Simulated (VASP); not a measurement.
# AlN (P1) in VASP: a series of runs

Runs on AlN. Level: PBE. Tasks: single point.

Everything below comes from runs of VASP 6.6.1. Logs are shortened: lines on timing, memory, paths and dates and some standing lists are left out, and cuts for length are marked.

## 1. The cell of the first run

The typed cell holds 4 atoms: a = 3.111 Å, b = 3.111 Å, c = 4.978 Å, α = 90.00°, β = 90.00°, γ = 120.00°.

## 2. Single point, PBE (all Al atoms moved -0.100 Å, as atom 1 along Cartesian [1 1 1])

File INCAR:

```
PREC = Accurate
ENCUT = 520
EDIFF = 1E-6
ISMEAR = 0
SIGMA = 0.05
LREAL = False
LASPH = True
NELM = 60
ALGO = Normal
ISIF = 2
LWAVE = False
LCHARG = False
GGA = PE
NBANDS = 16
```

File KPOINTS:

```
Automatic mesh
0
Gamma
  6 6 4
```

File POSCAR:

```
AlN
1.0
    3.1110021516      0.0000000000      0.0000000000
   -1.5555010758      2.6942068945      0.0000000000
    0.0000000000      0.0000000000      4.9780000000
Al N
2 2
Direct
    0.3040603352      0.6452373447     -0.0115980367
    0.6373936685      0.3119040114      0.4884019633
    0.3333333333      0.6666666667      0.3850000000
    0.6666666667      0.3333333333      0.8850000000
```

Potentials or basis: VASP PAW PBE potentials, release 64 (Al, N).

Run with:

```console
$ cat potpaw_PBE.64/Al/POTCAR potpaw_PBE.64/N/POTCAR > POTCAR
$ mpirun -np 1 vasp_std > vasp.out
```

OUTCAR:

```text
PREC = Accurate
   ENCUT = 520
   EDIFF = 1E-6
   ISMEAR = 0
   LREAL = False
   LASPH = True
   NELM = 60
   ISIF = 2
   GGA = PE

 ion  position               nearest neighbor table
   1  0.304  0.645  0.988-   4 1.79   4 1.89   4 1.92   3 1.98   2 3.07   2 3.07   2 3.07   2 3.07
                             2 3.07   2 3.07
   2  0.637  0.312  0.488-   3 1.81   3 1.85   3 1.94   4 1.98   1 3.07   1 3.07   1 3.07   1 3.07
                             1 3.07   1 3.07
   3  0.333  0.667  0.385-   2 1.81   2 1.85   2 1.94   1 1.98
   4  0.667  0.333  0.885-   1 1.79   1 1.89   1 1.92   2 1.98

  LATTYP: Found a hexagonal cell.
 ALAT       =     3.1110021516
 C/A-ratio  =     1.6001274694

  Lattice vectors:

 A1 = (   3.1110021516,   0.0000000000,   0.0000000000)
 A2 = (  -1.5555010758,   2.6942068945,   0.0000000000)
 A3 = (   0.0000000000,   0.0000000000,   4.9780000000)

Analysis of symmetry for initial positions (statically):
=====================================================================
 Subroutine PRICEL returns:
 Original cell was already a primitive cell.

 Routine SETGRP: Setting up the symmetry group for a
 hexagonal supercell.

 Subroutine GETGRP returns: Found  1 space group operations
 (whereof  1 operations were pure point group operations)
 out of a pool of 24 trial point group operations.

The static configuration has the point symmetry C_1 .

Analysis of symmetry for dynamics (positions and initial velocities):
=====================================================================
 Subroutine PRICEL returns:
 Original cell was already a primitive cell.

 Routine SETGRP: Setting up the symmetry group for a
 hexagonal supercell.

 Subroutine GETGRP returns: Found  1 space group operations
 (whereof  1 operations were pure point group operations)
 out of a pool of 24 trial point group operations.

The dynamic configuration has the point symmetry C_1 .

 Subroutine INISYM returns: Found  1 space group operations
 (whereof  1 operations are pure point group operations),
 and found     1 'primitive' translations

----------------------------------------------------------------------------------------

                                     Primitive cell

  volume of cell :      41.7240

  direct lattice vectors                    reciprocal lattice vectors
[... 86 lines left out ...]
   LNONCOLLINEAR =      F non collinear calculations
   LSORBIT =      F    spin-orbit coupling
   LASPH  =      T    aspherical Exc in radial PAW
   ENCUT  =  520.0 eV  38.22 Ry    6.18 a.u.   5.78  5.78  9.26*2*pi/ulx,y,z
   NELM   =     60;   NELMIN=  2; NELMDL= -5     # of ELM steps
   EDIFF  = 0.1E-05   stopping-criterion for ELM
   LREAL  =      F    real-space projection
   EDIFFG = 0.1E-04   stopping-criterion for IOM
   NSW    =      0    number of steps for IOM
   IBRION =     -1    ionic relax: 0-MD 1-quasi-New 2-CG
   NFREE  =      0    steps in history (QN), initial steepest desc. (CG)
   ISIF   =      2    stress and relaxation
   ISYM   =      2    0-nonsym 1-usesym 2-fastsym
   POTIM  = 0.5000    time-step for ionic-motion
   TEBEG  =    0.0;   TEEND  =   0.0 temperature during run
   PSTRESS=    0.0 pullay stress
   NELECT =      16.0000    total number of electrons
   NUPDOWN=      -1.0000    fix difference up-down
   EMIN   =  10.00;   EMAX   =-10.00  energy-range for DOS
   EFERMI =   0.00;   METHOD = LEGACY
   ISMEAR =     0;   SIGMA  =   0.05  broadening in eV -4-tet -1-fermi 0-gaus
   EFERMI_NEDOS =   21; number of points for ismear=-14 and -15
   IALGO  =     38    algorithm
   IMIX   =      4    mixing-type and parameters
     AMIX     =   0.40;   BMIX     =  1.00
     AMIX_MAG =   1.60;   BMIX_MAG =  1.00
  volume/ion in A,a.u.               =      10.43        70.39
  Fermi-wavevector in a.u.,A,eV,Ry     =   1.189377  2.247596 19.247033  1.414617
  Thomas-Fermi vector in A             =   2.325485
   LORBIT       =      0    0 simple, 1 ext, 2 COOP (PROOUT), +10 PAW based schemes
   GGA     = PE    functional components
   LHFCALC =     F    Hartree Fock is set to
   AEXX    =    0.0000 exact exchange contribution
   IVDW    =     0    specifies the selected vdW correction
   LEPSILON=     F    determine dielectric tensor
   LRPA    =     F    only Hartree local field effects (RPA)
 non-spin polarized calculation
 Gauss-broadening in eV      SIGMA  =   0.05
  energy-cutoff  :      520.00
  volume of cell :       41.72
 maximum number of plane-waves:      1152
   NGX = 11   NGY = 11   NGZ = 19

 number of electron      15.9999998 magnetization

 Free energy of the ion-electron system (eV)
  ---------------------------------------------------
  ext. energy  EPLUGINS =         0.00000000
  ---------------------------------------------------
  free energy    TOTEN  =       -29.59378313 eV

  energy without entropy =      -29.59378313  energy(sigma->0) =      -29.59378313

 E-fermi :   6.6227     XC(G=0): -10.9136

 val. band max:        6.4175863466   @ k =   0.0000   0.0000   0.0000
 cond. band min:      10.3681526521   @ k =   0.0000   0.0000   0.0000
 fundamental gap:      3.9505663055
 Fermi energy:         6.6227189310

 k-point     1 :       0.0000    0.0000    0.0000
  band No.  band energies     occupation
      1      -9.0366      2.00000
      2      -6.8988      2.00000
      3       0.2502      2.00000
      4       5.1430      2.00000
      5       5.1551      2.00000
      6       5.8626      2.00000
[... 433 lines left out ...]
      3       1.3063      2.00000
      4       3.8577      2.00000
      5       4.2439      2.00000
      6       4.9515      2.00000
[... 8 lines left out ...]
     15      18.5620      0.00000
     16      19.0822      0.00000

 [... further k-points ...]
[... 5 lines left out ...]
  --------------------------------------------------------------------------------------
  -------------------------------------------------------------------------------------
  Total        2.1826413      2.1781781     -0.3836650      0.1421489      0.6040715      0.6041891
  in kB       83.8121164     83.6407331    -14.7325065      5.4584318     23.1959840     23.2005002
  external PRESSURE =      50.9067810 kB  Pullay stress =       0.0000000 kB

 VOLUME and BASIS-vectors are now :
 -----------------------------------------------------------------------------
  energy-cutoff  :      520.00
  volume of cell :       41.72
      direct lattice vectors                 reciprocal lattice vectors
     3.111002152  0.000000000  0.000000000     0.321439829  0.185583372  0.000000000
    -1.555501076  2.694206895  0.000000000     0.000000000  0.371166744  0.000000000
     0.000000000  0.000000000  4.978000000     0.000000000  0.000000000  0.200883889

 POSITION                                       TOTAL-FORCE (eV/Angst)
 -----------------------------------------------------------------------------------
     -0.05774      1.73840      4.92026         1.222841      1.024929      0.856200
      1.49777      0.84033      2.43126         0.826417      1.024120      0.842744
     -0.00000      1.79614      1.91653        -0.824104     -1.024123     -0.842307
      1.55550      0.89807      4.40553        -1.225154     -1.024926     -0.856637
 -----------------------------------------------------------------------------------
    total drift:                               -0.000474     -0.000460      0.000186

  FREE ENERGIE OF THE ION-ELECTRON SYSTEM (eV)
  ---------------------------------------------------
  free  energy   TOTEN  =       -29.5937831278 eV

  energy  without entropy=      -29.5937831278  energy(sigma->0) =      -29.59378313
```

OSZICAR:

```text
N       E                     dE             d eps       ncg     rms          rms(c)
DAV:   1     0.407632973055E+02    0.40763E+02   -0.72655E+03  2432   0.890E+02
DAV:   2    -0.309790945721E+02   -0.71742E+02   -0.65901E+02  3432   0.186E+02
DAV:   3    -0.343964547950E+02   -0.34174E+01   -0.34064E+01  2976   0.421E+01
DAV:   4    -0.344171254693E+02   -0.20671E-01   -0.20670E-01  3064   0.371E+00
DAV:   5    -0.344173997411E+02   -0.27427E-03   -0.27427E-03  3024   0.430E-01    0.123E+01
DAV:   6    -0.295845824973E+02    0.48328E+01   -0.10760E+01  2944   0.239E+01    0.420E+00
DAV:   7    -0.296061296913E+02   -0.21547E-01   -0.68578E-01  2696   0.585E+00    0.296E+00
DAV:   8    -0.295979823342E+02    0.81474E-02   -0.60110E-02  2984   0.226E+00    0.572E-01
DAV:   9    -0.295932316664E+02    0.47507E-02   -0.11909E-02  3304   0.807E-01    0.246E-01
DAV:  10    -0.295938568943E+02   -0.62523E-03   -0.22116E-03  2552   0.299E-01    0.127E-01
DAV:  11    -0.295937782511E+02    0.78643E-04   -0.20254E-04  2920   0.111E-01    0.251E-02
DAV:  12    -0.295937829555E+02   -0.47044E-05   -0.11230E-05  2960   0.267E-02    0.843E-03
DAV:  13    -0.295937831278E+02   -0.17233E-06   -0.39663E-06  2736   0.162E-02
   1 F= -.29593783E+02 E0= -.29593783E+02  d E =-.959613E-11
```

Wall time 47 s (1 thread of Intel Xeon 8259CL, shared host); peak memory 0.18 GiB.

Results:

* Free energy: -29.5938 eV
* Pressure: 5.1 GPa
* Largest force: 1.813 eV/Å
* Band gap on the k mesh: 3.95 eV

Forces on the atoms (eV/Å):
```
Al   1.223  1.025  0.856
Al   0.826  1.024  0.843
N   -0.824 -1.024 -0.842
N   -1.225 -1.025 -0.857
```

Caveat: the cell differs from its parent crystal (all Al atoms moved -0.100 Å, as atom 1 along Cartesian [1 1 1]); the cell stands under pressure; forces of over 1 eV/Å act on the atoms, so gaps and moduli don't describe the material at rest.

## 3. Single point, PBE (all Al atoms moved +0.075 Å, as atom 1 along Cartesian [1 1 1])

File INCAR:

```
  ALGO = Normal
  EDIFF = 1E-6
  ENCUT = 520
  GGA = PE
  ISIF = 2
  ISMEAR = 0
  LASPH = True
  LCHARG = False
  LREAL = False
  LWAVE = False
  NBANDS = 16
  NELM = 60
  PREC = Accurate
  SIGMA = 0.05
```

File KPOINTS:

```
k-points
0
Gamma
  6 6 4
```

POSCAR, as its differences from that of step 2:

```diff
@@ -8,4 +8,4 @@
 Direct
-    0.3040603352      0.6452373447     -0.0115980367
-    0.6373936685      0.3119040114      0.4884019633
+    0.3552880820      0.6827386581      0.0086985276
+    0.6886214153      0.3494053248      0.5086985276
     0.3333333333      0.6666666667      0.3850000000
```

Potentials or basis: VASP PAW PBE potentials, release 64 (Al, N).

Run with:

```console
$ cat potpaw_PBE.64/Al/POTCAR potpaw_PBE.64/N/POTCAR > POTCAR
$ mpirun -np 1 vasp_std > vasp.out
```

It took 52 s on 1 thread of Intel Xeon 8259CL, shared host; peak memory 0.18 GiB.

It converged, with:

```yaml
Free_energy: -29.7053 eV
Pressure: 4.4 GPa
Largest_force: 0.994 eV/Å
Band_gap_on_the_k_mesh: 4.22 eV
```

Forces on the atoms (eV/Å):
```
Al  -0.528 -0.618 -0.328
Al  -0.708 -0.618 -0.322
N    0.709  0.618  0.322
N    0.527  0.618  0.328
```

Stress tensor (GPa, compression positive):
```
 3.19  0.25 -1.86
 0.25  3.19 -1.86
-1.86 -1.86  6.97
```

Levels at points of the mesh, in eV from the valence-band top:
| k point | band 4 | band 5 | band 6 | band 7 | band 8 | band 9 | band 10 | band 11 | band 12 | band 13 |
| --- | --- | --- | --- | --- | --- | --- | --- | --- | --- | --- |
| (0.00, 0.00, 0.00) | -0.83 | -0.83 | -0.20 | -0.14 | 0.00 | 4.22 | 6.65 | 10.57 | 11.18 | 11.19 |
| (0.50, 0.00, 0.00) | -4.12 | -3.36 | -2.05 | -1.81 | -0.63 | 5.78 | 5.83 | 8.22 | 10.31 | 10.90 |
| (0.00, 0.50, 0.00) | -4.12 | -3.36 | -2.04 | -1.81 | -0.63 | 5.78 | 5.82 | 8.21 | 10.32 | 10.91 |
| (0.50, 0.50, 0.00) | -4.12 | -3.36 | -2.03 | -1.81 | -0.63 | 5.78 | 5.81 | 8.20 | 10.33 | 10.91 |
| (0.00, 0.00, 0.50) | -3.35 | -0.62 | -0.61 | -0.37 | -0.36 | 6.45 | 6.45 | 10.33 | 10.33 | 11.40 |
| (0.50, 0.00, 0.50) | -5.51 | -1.53 | -1.44 | -1.34 | -1.29 | 5.30 | 5.33 | 9.25 | 9.41 | 11.81 |
| (0.00, 0.50, 0.50) | -5.53 | -1.54 | -1.41 | -1.38 | -1.27 | 5.30 | 5.32 | 9.26 | 9.38 | 11.81 |
| (0.50, 0.50, 0.50) | -5.56 | -1.52 | -1.47 | -1.32 | -1.28 | 5.31 | 5.32 | 9.29 | 9.33 | 11.82 |

Caveat: the cell differs from its parent crystal (all Al atoms moved +0.075 Å, as atom 1 along Cartesian [1 1 1]); the cell stands under pressure.
